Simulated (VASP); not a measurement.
Input of a VASP 6.6.1 run:

Contents of INCAR:

```
SYSTEM = Te2Mo
  ALGO = Normal
  EDIFF = 1E-7
  ENCUT = 520
  GGA = PE
  ISIF = 2
  ISMEAR = -1
  LASPH = .TRUE.
  LCHARG = .TRUE.
  LELF = .TRUE.
  LREAL = .FALSE.
  LVHAR = .TRUE.
  LWAVE = .FALSE.
  NBANDS = 49
  NELM = 100
  PREC = Accurate
  SIGMA = 0.05
```

KPOINTS

```
k-points
0
G
  9 9 1
  0 0 0
```

The input POSCAR:

```
Te2Mo
1.0
    3.5560587314      0.0000000000      0.0000000000
   -1.7780293657      3.0796371988      0.0000000000
    0.0000000000      0.0000000000     32.1385091570
Te Mo
6 3
Direct
    0.0000000000      0.0000000000      0.0562667835
    0.3333333333      0.6666666667      0.2944045991
    0.3333333333      0.6666666667      0.8181035507
    0.3333333333      0.6666666667      0.1818964493
    0.3333333333      0.6666666667      0.7055954009
    0.0000000000      0.0000000000      0.9437332165
    0.3333333333      0.6666666667      0.0000000000
    0.0000000000      0.0000000000      0.2381695207
    0.0000000000      0.0000000000      0.7618304793
```

Potentials or basis: VASP PAW PBE potentials, release 64 (Te, Mo_sv).

The run is started by

```sh
$ cat potpaw_PBE.64/Te/POTCAR potpaw_PBE.64/Mo_sv/POTCAR > POTCAR
$ mpirun -np 1 vasp_std > vasp.out
```

(1) Predict the band gap on the k mesh.

(2) Estimate the largest force.

## Answers

(1) 1.05 eV.

(2) 0.014 eV/Å.

Caveat: there is no dipole correction, which matters where the two faces differ; spin-orbit coupling is left out, which moves the levels of the heavy elements.
